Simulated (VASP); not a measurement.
A run of VASP 6.6.1:

The input POSCAR:

```
TiPt3
1.0
    3.9977000700      0.0000000000      0.0000000000
    0.0000000000      3.9977000700      0.0000000000
    0.0000000000      0.0000000000      3.9977000700
Ti Pt
1 3
Direct
    0.0000000000      0.0000000000      0.0000000000
    0.0000000000      0.5000000000      0.5000000000
    0.5000000000      0.0000000000      0.5000000000
    0.5000000000      0.5000000000      0.0000000000
```

The input INCAR.step1:

```
SYSTEM = TiPt3
ALGO = Normal ; EDIFF = 1E-4
ENCUT = 520 ; GGA = PE
ISMEAR = -1 ; LASPH = .True.
LCHARG = .False. ; LREAL = .False.
LWAVE = .True. ; NBANDS = 29
NELM = 60 ; PREC = Accurate
SIGMA = 0.1
```

Contents of INCAR.step2:

```
SYSTEM = TiPt3
ALGO = Normal ; EDIFF = 1E-7
ENCUT = 520 ; ISIF = 2
ISMEAR = -1 ; ISTART = 1
LASPH = .True. ; LCHARG = .True.
LELF = .True. ; LMIXTAU = .True.
LREAL = .False. ; LVHAR = .True.
LWAVE = .False. ; METAGGA = R2SCAN
NBANDS = 29 ; NELM = 60
PREC = Accurate ; SIGMA = 0.1
```

The input KPOINTS:

```
k-points
0
Gamma
  9 9 9
  0 0 0
```

Potentials or basis: VASP PAW PBE potentials, release 64 (Ti_sv, Pt).

Launch:

```console
$ cat potpaw_PBE.64/Ti_sv/POTCAR potpaw_PBE.64/Pt/POTCAR > POTCAR
$ cp INCAR.step1 INCAR
$ mpirun -np 1 vasp_std > vasp.out
$ cp INCAR.step2 INCAR
$ mpirun -np 1 vasp_std > vasp.out
```

Hardware: 1 thread of Intel(R) Xeon(R) Platinum 8488C (Sapphire Rapids), with other jobs on the host.

Problem. Estimate the wall time of this run.

Solution. Wall time 4.3 min on 1 thread of Intel(R) Xeon(R) Platinum 8488C (Sapphire Rapids) (shared host), peak memory 0.2 GiB. Counts: k points 35.
